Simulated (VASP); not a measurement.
# WC (P-6m2) in VASP: vibrations by perturbation theory with PBE

Aim: the vibrations by perturbation theory of WC with PBE.

Program: VASP 6.6.1. These are calculated values, not measurements. Logs are shortened: lines on timing, memory, paths and dates and some standing lists are left out, and cuts for length are marked.

### 1 The cell of the first run

Symmetry: P-6m2, No. 187, hexagonal system. The conventional cell has a = 2.922 Å, b = 2.922 Å, c = 2.847 Å, α = 90.00°, β = 90.00°, γ = 120.00°. W (site symmetry -6m2) has 6 C at 2.21 Å and 8 W at 2.85 to 2.92 Å within 3.0 Å. C (site symmetry -6m2) has 6 W at 2.21 Å and 8 C at 2.85 to 2.92 Å within 3.0 Å.

### 2 Vibrations by perturbation theory, PBE

INCAR

```
ALGO = Normal ; EDIFF = 1E-8
ENCUT = 520 ; GGA = PE
IBRION = 8 ; ISIF = 2
ISMEAR = 0 ; LASPH = T
LCHARG = T ; LREAL = F
LWAVE = F ; NBANDS = 16
NELM = 100 ; NSW = 1
PREC = Accurate ; SIGMA = 0.1
```

KPOINTS

```
k-points
0
Gamma
  18 18 18
```

POSCAR

```
WC
1.0
    2.9220155596      0.0000000000      0.0000000000
   -1.4610077798      2.5305397049      0.0000000000
    0.0000000000      0.0000000000      2.8467954235
W C
1 1
Direct
    0.0000000000      0.0000000000      0.0000000000
    0.3333333333      0.6666666667      0.5000000000
```

Potentials or basis: VASP PAW PBE potentials, release 64 (W_sv, C).

The run is started by

```
cat potpaw_PBE.64/W_sv/POTCAR potpaw_PBE.64/C/POTCAR > POTCAR
mpirun -np 1 vasp_std > vasp.out
```

OUTCAR:

```text
EDIFF = 1E-8
   ENCUT = 520
   GGA = PE
   IBRION = 8
   ISIF = 2
   ISMEAR = 0
   LASPH = T
   LREAL = F
   NELM = 100
   NSW = 1
   PREC = Accurate

 ion  position               nearest neighbor table
   1  0.000  0.000  0.000-   2 2.21   2 2.21   2 2.21   2 2.21   2 2.21   2 2.21
   2  0.333  0.667  0.500-   1 2.21   1 2.21   1 2.21   1 2.21   1 2.21   1 2.21

  LATTYP: Found a hexagonal cell.
 ALAT       =     2.9220155596
 C/A-ratio  =     0.9742574485

  Lattice vectors:

 A1 = (   2.9220155596,   0.0000000000,   0.0000000000)
 A2 = (  -1.4610077798,   2.5305397049,   0.0000000000)
 A3 = (   0.0000000000,   0.0000000000,   2.8467954235)

Analysis of symmetry for initial positions (statically):
=====================================================================
 Subroutine PRICEL returns:
 Original cell was already a primitive cell.

 Routine SETGRP: Setting up the symmetry group for a
 hexagonal supercell.

 Subroutine GETGRP returns: Found 12 space group operations
 (whereof 12 operations were pure point group operations)
 out of a pool of 24 trial point group operations.

The static configuration has the point symmetry D_3h.

Analysis of symmetry for dynamics (positions and initial velocities):
=====================================================================
 Subroutine PRICEL returns:
 Original cell was already a primitive cell.

 Routine SETGRP: Setting up the symmetry group for a
 hexagonal supercell.

 Subroutine GETGRP returns: Found 12 space group operations
 (whereof 12 operations were pure point group operations)
 out of a pool of 24 trial point group operations.

The dynamic configuration has the point symmetry D_3h.

 Subroutine INISYM returns: Found 12 space group operations
 (whereof 12 operations are pure point group operations),
 and found     1 'primitive' translations

----------------------------------------------------------------------------------------

                                     Primitive cell

  volume of cell :      21.0500

  direct lattice vectors                    reciprocal lattice vectors
     2.922015560  0.000000000  0.000000000     0.342229526  0.197586309  0.000000000
    -1.461007780  2.530539705  0.000000000     0.000000000  0.395172618  0.000000000
     0.000000000  0.000000000  2.846795424     0.000000000  0.000000000  0.351272168

  length of vectors
     2.922015560  2.922015560  2.846795424     0.395172618  0.395172618  0.351272168

  position of ions in fractional coordinates (direct lattice)
     0.000000000  0.000000000  0.000000000
     0.333333333  0.666666667  0.500000000

  ion indices of the primitive-cell ions
   primitive index   ion index
                 1           1
                 2           2

----------------------------------------------------------------------------------------

 KPOINTS: k-points

Automatic generation of k-mesh.
 Grid dimensions read from file:
 generate k-points for:   18   18   18

 Generating k-lattice:

  Cartesian coordinates                     Fractional coordinates (reciprocal lattice)
     0.019012751  0.010977017  0.000000000     0.055555556  0.000000000  0.000000000
     0.000000000  0.021954034  0.000000000     0.000000000  0.055555556  0.000000000
     0.000000000  0.000000000  0.019515120     0.000000000  0.000000000  0.055555556

  Length of vectors
     0.021954034  0.021954034  0.019515120

  Shift w.r.t. Gamma in fractional coordinates (k-lattice)
     0.000000000  0.000000000  0.000000000

 Subroutine IBZKPT returns following result:
 ===========================================

 Found    370 irreducible k-points:

 Following reciprocal coordinates:
            Coordinates               Weight
  0.000000  0.000000  0.000000      1.000000
  0.055556  0.000000  0.000000      6.000000
  0.111111  0.000000  0.000000      6.000000
  0.166667  0.000000  0.000000      6.000000
  0.222222  0.000000  0.000000      6.000000
  0.277778 -0.000000  0.000000      6.000000
[... 16 lines left out ...]
  0.333333  0.111111  0.000000     12.000000
  0.388889  0.111111  0.000000     12.000000
 [... further k-points ...]
   k-points           NKPTS =    370   k-points in BZ     NKDIM =    370   number of bands    NBANDS=     16
   number of dos      NEDOS =    301   number of ions     NIONS =      2
   total plane-waves  NPLWV =  13824
   dimension x,y,z NGX =    24 NGY =   24 NGZ =   24
   dimension x,y,z NGXF=    48 NGYF=   48 NGZF=   48
   ions per type =               1   1
   NGX,Y,Z   is equivalent  to a cutoff of  13.65, 13.65, 14.02 a.u.
   NGXF,Y,Z  is equivalent  to a cutoff of  27.31, 27.31, 28.03 a.u.
 SYSTEM =  unknown system
   PREC   = accura    normal or accurate (medium, high low for compatibility)
   ISTART =      0    job   : 0-new  1-cont  2-samecut
   ICHARG =      2    charge: 1-file 2-atom 10-const
   ISPIN  =      1    spin polarized calculation?
   LNONCOLLINEAR =      F non collinear calculations
   LSORBIT =      F    spin-orbit coupling
   LASPH  =      T    aspherical Exc in radial PAW
   ENCUT  =  520.0 eV  38.22 Ry    6.18 a.u.   5.43  5.43  5.29*2*pi/ulx,y,z
   NELM   =    100;   NELMIN=  2; NELMDL= -5     # of ELM steps
   EDIFF  = 0.1E-07   stopping-criterion for ELM
   LREAL  =      F    real-space projection
   EDIFFG = 0.1E-06   stopping-criterion for IOM
   NSW    =      1    number of steps for IOM
   IBRION =      8    ionic relax: 0-MD 1-quasi-New 2-CG
   NFREE  =      0    steps in history (QN), initial steepest desc. (CG)
   ISIF   =      2    stress and relaxation
   ISYM   =      2    0-nonsym 1-usesym 2-fastsym
   POTIM  = 0.5000    time-step for ionic-motion
   TEBEG  =    0.0;   TEEND  =   0.0 temperature during run
   PSTRESS=    0.0 pullay stress
   NELECT =      18.0000    total number of electrons
   NUPDOWN=      -1.0000    fix difference up-down
   EMIN   =  10.00;   EMAX   =-10.00  energy-range for DOS
   EFERMI =   0.00;   METHOD = LEGACY
   ISMEAR =     0;   SIGMA  =   0.10  broadening in eV -4-tet -1-fermi 0-gaus
   EFERMI_NEDOS =   21; number of points for ismear=-14 and -15
   IALGO  =     38    algorithm
   IMIX   =      4    mixing-type and parameters
     AMIX     =   0.40;   BMIX     =  1.00
     AMIX_MAG =   1.60;   BMIX_MAG =  1.00
  volume/ion in A,a.u.               =      10.52        71.03
  Fermi-wavevector in a.u.,A,eV,Ry     =   1.553871  2.936391 32.851481  2.414516
  Thomas-Fermi vector in A             =   2.658039
   LORBIT       =      0    0 simple, 1 ext, 2 COOP (PROOUT), +10 PAW based schemes
   GGA     = PE    functional components
   LHFCALC =     F    Hartree Fock is set to
   AEXX    =    0.0000 exact exchange contribution
   IVDW    =     0    specifies the selected vdW correction
   LEPSILON=     F    determine dielectric tensor
   LRPA    =     F    only Hartree local field effects (RPA)
 non-spin polarized calculation
 Gauss-broadening in eV      SIGMA  =   0.10
  energy-cutoff  :      520.00
  volume of cell :       21.05
 maximum number of plane-waves:       587
 NGX is ok and might be reduce to    24
   NGX = 11   NGY = 11   NGZ = 11

--------------------------------------- Ionic step        1  -------------------------------------------

 number of electron      18.0000000 magnetization

 Free energy of the ion-electron system (eV)
  ---------------------------------------------------
  ext. energy  EPLUGINS =         0.00000000
  ---------------------------------------------------
  free energy    TOTEN  =       -22.44943672 eV

  energy without entropy =      -22.44780059  energy(sigma->0) =      -22.44861866

 E-fermi :  10.8721     XC(G=0): -13.7204

 val. band max:       10.8699667144   @ k =   0.3333   0.2778   0.0556
 cond. band min:      10.8995328307   @ k =   0.3333   0.2222   0.0000
 fundamental gap:      0.0295661163
 Fermi energy:        10.8720512886

 k-point     1 :       0.0000    0.0000    0.0000
  band No.  band energies     occupation
      1     -63.1590      2.00000
      2     -27.1348      2.00000
      3     -27.0452      2.00000
      4     -27.0452      2.00000
      5      -3.4646      2.00000
      6       6.6463      2.00000
[... 433 lines left out ...]
      3     -27.2773      2.00000
      4     -27.0303      2.00000
      5      -0.1458      2.00000
      6       4.0745      2.00000
[... 8 lines left out ...]
     15      24.4765      0.00000
     16      28.2042      0.00000

 [... further k-points ...]

------------------------ aborting loop because EDIFF is reached ----------------------------------------

  FORCE on cell =-STRESS in cart. coord.  units (eV):
  Direction    XX          YY          ZZ          XY          YZ          ZX
  --------------------------------------------------------------------------------------
  -------------------------------------------------------------------------------------
  Total        0.1265480      0.1265480      0.1664888      0.0000000     -0.0000000      0.0000000
  in kB        9.6319405      9.6319405     12.6719557      0.0000000     -0.0000000      0.0000000
  external PRESSURE =      10.6452789 kB  Pullay stress =       0.0000000 kB

 VOLUME and BASIS-vectors are now :
 -----------------------------------------------------------------------------
  energy-cutoff  :      520.00
  volume of cell :       21.05
      direct lattice vectors                 reciprocal lattice vectors
     2.922015560  0.000000000  0.000000000     0.342229526  0.197586309  0.000000000
    -1.461007780  2.530539705  0.000000000     0.000000000  0.395172618  0.000000000
     0.000000000  0.000000000  2.846795424     0.000000000  0.000000000  0.351272168

 POSITION                                       TOTAL-FORCE (eV/Angst)
 -----------------------------------------------------------------------------------
      0.00000      0.00000      0.00000         0.000000     -0.000000      0.000000
     -0.00000      1.68703      1.42340        -0.000000      0.000000      0.000000
 -----------------------------------------------------------------------------------
    total drift:                               -0.000000      0.000000     -0.000000

  FREE ENERGIE OF THE ION-ELECTRON SYSTEM (eV)
  ---------------------------------------------------
  free  energy   TOTEN  =       -22.4494367227 eV

  energy  without entropy=      -22.4478005874  energy(sigma->0) =      -22.44861866

[... ionic steps 2 to 3 ...]

--------------------------------------- Ionic step        4  -------------------------------------------

------------------------ aborting loop because EDIFF is reached ----------------------------------------
[... 11 lines left out ...]
[... ionic steps 8 to 8 ...]

--------------------------------------- Ionic step        9  -------------------------------------------

 Free energy of the ion-electron system (eV)
  ---------------------------------------------------
  ---------------------------------------------------
  free energy    TOTEN  =        -0.12190406 eV

  energy without entropy =       -0.12190406

------------------------ aborting loop because EDIFF is reached ----------------------------------------

 INTERNAL STRAIN TENSOR  FOR ION    2  DIRECTION 3   (eV/Angst):
 -----------------------------------------------------------------------------
     0.01831  0.00000  0.00000
     0.00000  0.01831  0.00000
     0.00000  0.00000 -0.03059

 INTERNAL STRAIN TENSOR FOR ION    2 for displacements in x,y,z  (eV/Angst):
          X           Y           Z          XY          YZ          ZX
  --------------------------------------------------------------------------------
  x     0.00000     0.00000     0.00000     5.46762     0.00000     0.00000
  y     5.46762    -5.46762     0.00000     0.00000     0.00000     0.00000
  z     0.00000     0.00000     0.00000     0.00000     0.00000     0.00000

 SECOND DERIVATIVES (NOT SYMMETRIZED)
 ------------------------------------
               1X          1Y          1Z          2X          2Y          2Z
  1X   -14.887971    0.000000    0.000000   14.887971   -0.000000    0.000000
  1Y    -0.000000  -14.887971    0.000000    0.000000   14.887971    0.000000
  1Z     0.000000    0.000000  -13.453679    0.000000    0.000000   13.453679
  2X    14.890057   -0.000000    0.000000  -14.890057    0.000000    0.000000
  2Y     0.000000   14.890057    0.000000    0.000000  -14.890057    0.000000
  2Z     0.000000    0.000000   13.456744    0.000000    0.000000  -13.456744

 Eigenvectors and eigenvalues of the dynamical matrix
 ----------------------------------------------------

   1 f  =   17.965926 THz   112.883245 2PiTHz  599.278800 cm-1    74.301068 meV
             X         Y         Z           dx          dy          dz
      0.000000  0.000000  0.000000     0.000000    0.247621    0.000000
     -0.000000  1.687026  1.423398     0.000000   -0.968857    0.000000
[... 21 lines left out ...]
   6 f/i=    0.000467 THz     0.002933 2PiTHz    0.015568 cm-1     0.001930 meV
             X         Y         Z           dx          dy          dz
      0.000000  0.000000  0.000000     0.000000    0.000000    0.968860
     -0.000000  1.687026  1.423398     0.000000    0.000000    0.247611

--------------------------------------------------------------------------------------------------------

 ELASTIC MODULI CONTR FROM IONIC RELAXATION (kBar)
 Direction    XX          YY          ZZ          XY          YZ          ZX
 --------------------------------------------------------------------------------
 XX        -122.9099    122.9099      0.0000     -0.0000      0.0000      0.0000
 YY         122.9099   -122.9099      0.0000      0.0000      0.0000      0.0000
 ZZ           0.0000      0.0000      0.0000      0.0000      0.0000      0.0000
 XY          -0.0000      0.0000      0.0000   -122.9099      0.0000      0.0000
 YZ           0.0000      0.0000      0.0000      0.0000      0.0000      0.0000
 ZX           0.0000      0.0000      0.0000      0.0000      0.0000      0.0000
 --------------------------------------------------------------------------------
```

Wall time 17 min (1 thread of Intel Xeon Platinum 8488C (Sapphire Rapids), shared host); peak memory 1.1 GiB.

Results:

* Highest phonon frequency at Γ: 599 cm⁻¹

Phonon frequencies in cm⁻¹ (negative: imaginary):
```
              q point        frequencies
(0.000, 0.000, 0.000)  0 0 0 570 599 599
```

Caveat: the cell stands under pressure or tension, which shifts response properties; spin-orbit coupling is left out, which moves the levels of the heavy elements.
